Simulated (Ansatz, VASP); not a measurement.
## Au: VASP beside Ansatz

```
CELL_PARAMETERS angstrom
0.00000 2.09990 2.09990
2.09990 0.00000 2.09990
2.09990 2.09990 0.00000
ATOMIC_POSITIONS crystal
Au 0.00000 0.00000 0.00000
```

Alike in both runs: task single point; functional PBE; k mesh 18 × 18 × 18; occupations gaussian, width 0.1 eV; no spin polarisation.

```csv
,VASP,Ansatz
version,VASP 6.6.1,Ansatz 0.2.0
potentials or method,"VASP PAW PBE potentials, release 64 (Au)","scalar-relativistic, plane waves, norm-conserving pseudopotentials"
plane-wave cutoff (eV),500,1034
valence electrons in the cell,11,19
```

|  | VASP | Ansatz | Ansatz less VASP |
| --- | --- | --- | --- |
| gap on the k mesh at the Fermi level (eV) | none | none | - |
| pressure (GPa) | -4.1 | -3.8 | +0.25 |

A gap of «none» marks a metal or a gap that the smearing closes. VASP's potentials hold 11 valence electrons a cell and Ansatz's 19, so a difference there can come from the potentials and not from the codes.

Neither program's run includes spin-orbit coupling.
